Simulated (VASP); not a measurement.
**TiTe2: electric field gradients with PBE**

Crystal: TiTe2.

```
CELL_PARAMETERS angstrom
3.77700 0.00000 0.00000
-1.88850 3.27098 0.00000
0.00000 0.00000 6.49800
ATOMIC_POSITIONS crystal
Ti 0.00000 0.00000 0.00000
Te 0.66667 0.33333 0.26325
Te 0.33333 0.66667 0.73675
```

```json
{"Program": "VASP 6.6.1", "Task": "electric field gradients", "Functional": "PBE", "Potentials or basis": "VASP PAW PBE potentials, release 64 (Ti_sv, Te)", "Cutoff": "400 eV", "k mesh": "10 × 10 × 5", "Occupations": "fermi-dirac, width 0.05 eV", "Spin": "non-collinear spin, zero start, spin-orbit coupling", "Starting moments": "[[0.0, 0.0, 0.0], [0.0, 0.0, 0.0], [0.0, 0.0, 0.0]] μB", "Dipole correction": "no", "Further INCAR settings": "ALGO = Normal; EDIFF = 1e-08; NBANDS = 37"}
```

| Item | Value |
| --- | --- |
| Pressure | 0.8 GPa |
| Largest force | 0.025 eV/Å |
| Net moment | 0.00 μB per cell |
| Largest electric field gradient by atom | Ti -26.8; Te -56.5 V/Å² |
| Valence electrons inside the program's atomic spheres | Ti 10.16; Te 3.42 |

Forces on the atoms (eV/Å):
```
Ti   0.000  0.000  0.000
Te   0.000  0.000  0.025
Te   0.000  0.000 -0.025
```

Stress tensor (GPa, compression positive):
```
0.46 0.00 0.00
0.00 0.46 0.00
0.00 0.00 1.40
```

Moments on the atoms (μB; x, y, z):
```
Ti  0.00 0.00 0.00
Te  0.00 0.00 0.00
Te  0.00 0.00 0.00
```

Electric field gradients, principal values (V/Å²):
```tsv
atom	least	middle	greatest (by size)
1 Ti	13.384	13.388	-26.773
2 Te	28.248	28.248	-56.496
3 Te	28.248	28.248	-56.496
```

It took 3.3 min on 1 thread of Intel(R) Xeon(R) 6975P-C (Granite Rapids), on a shared host, peak memory 0.41 GiB.

Caveat: without QUAD_EFG the Cq values of the log hold for a quadrupole moment of 1 mb, not for the nuclei; this functional lacks dispersion, which binds layers or chains, so the pressure and a relaxed spacing across them are unreliable.
